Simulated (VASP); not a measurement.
Wanted: the native input for a VASP 6.6.1 run.

- Task: single point
- Functional: PBE
- Potentials or basis: VASP PAW PBE potentials, release 64 (Li_sv, Cl)
- Cutoff: 750 eV
- k mesh: 6 × 6 × 4
- Occupations: gaussian, width 0.1 eV
- Spin: no spin polarisation
- Dipole correction: no
- Further INCAR settings: ALGO = Normal; EDIFF = 1e-06; NBANDS = 22

The structure of Li2Cl3 lies in POSCAR:

```
Li2Cl3
1.0
    4.1977754861      0.0000000000      0.0000000000
   -2.0988877430      3.6353802103      0.0000000000
    0.0000000000      0.0000000000      6.5310567842
Li Cl
2 3
Direct
    0.3333333333      0.6666666667      0.2450000000
    0.6666666667      0.3333333333      0.7550000000
    0.0000000000      0.0000000000      0.0000000000
    0.3333333333      0.6666666667      0.6450000000
    0.6666666667      0.3333333333      0.3550000000
```

One way to write it, as run:

INCAR

```
ALGO     = Normal         # electronic algorithm
EDIFF    = 1E-6           # SCF threshold, eV
ENCUT    = 750            # plane-wave cutoff, eV
GGA      = PE             # functional
GGA_COMPAT= False        
ISIF     = 2              # what is computed and relaxed
ISMEAR   = 0              # smearing method
LASPH    = True           # aspherical terms in the spheres
LCHARG   = False          # write CHGCAR
LREAL    = False          # projectors in reciprocal space
LWAVE    = False          # write WAVECAR
NBANDS   = 22             # bands
NELM     = 120            # most SCF steps
PREC     = Accurate       # precision mode
SIGMA    = 0.1            # smearing width, eV
```

KPOINTS

```
k-points
0
Gamma
  6 6 4
```

Potentials or basis: VASP PAW PBE potentials, release 64 (Li_sv, Cl).

Command:

```console
$ cat potpaw_PBE.64/Li_sv/POTCAR potpaw_PBE.64/Cl/POTCAR > POTCAR
$ mpirun -np 1 vasp_std > vasp.out
```

Results of the run:

- Pressure: 0.5 GPa
- Largest force: 0.525 eV/Å
- Band gap on the k mesh: zero (an odd number of electrons rules out a gap without spin polarisation)

Caveat: an odd number of electrons without spin polarisation forces a metal; a magnetic or distorted state may lie lower.

Run time: 81 s on 1 thread of Intel(R) Xeon(R) Platinum 8124M CPU @ 3.00GHz (Skylake/Cascade Lake), with other jobs on the host, peak memory 0.31 GiB.
